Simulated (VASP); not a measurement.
Crystal: CuO.

```
CELL_PARAMETERS angstrom
2.55255 0.00000 0.00000
0.00000 2.55255 0.00000
0.00000 0.00000 2.55255
ATOMIC_POSITIONS crystal
Cu 0.00000 0.00000 0.00000
O 0.50000 0.50000 0.50000
```

```yaml
Program: VASP 6.6.1
Task: relaxation of cell and atoms
Functional: PBE
Potentials_or_basis: VASP PAW PBE potentials, release 64 (Cu, O)
Cutoff: 600 eV
k_mesh: 8 × 8 × 8
Occupations: fermi-dirac, width 0.05 eV
Spin: no spin polarisation
```

At the start: pressure 20.8 GPa; volume 8.32 Å³/atom.

**Question.** How do energy, volume and symmetry change on relaxing?

**Answer.** Over 3 steps the energy falls by 50.0 meV/atom and the volume is 9.16 Å³/atom (+10.1 %); space group Pm-3m (No. 221, to 0.05 Å).

The path:
```tsv
step	energy change (eV)	largest force (eV/Å)	pressure (GPa)	volume (Å³)
1	0.0000	0.0000	20.80	16.63
2	-0.0710	0.0000	-8.36	19.37
3	-0.1000	0.0000	0.00	18.32
```

Final structure:
```cif
data_structure
_symmetry_space_group_name_H-M 'P 1'
_symmetry_Int_Tables_number 1
_cell_length_a 2.6361
_cell_length_b 2.6361
_cell_length_c 2.6361
_cell_angle_alpha 90.000
_cell_angle_beta 90.000
_cell_angle_gamma 90.000
_cell_volume 18.32
loop_
_atom_site_label
_atom_site_type_symbol
_atom_site_fract_x
_atom_site_fract_y
_atom_site_fract_z
_atom_site_occupancy
Cu1 Cu 0.00000 0.00000 0.00000 1
O1 O 0.50000 0.50000 0.50000 1
```

Caveat: an odd number of electrons without spin polarisation forces a metal; a magnetic or distorted state may lie lower.
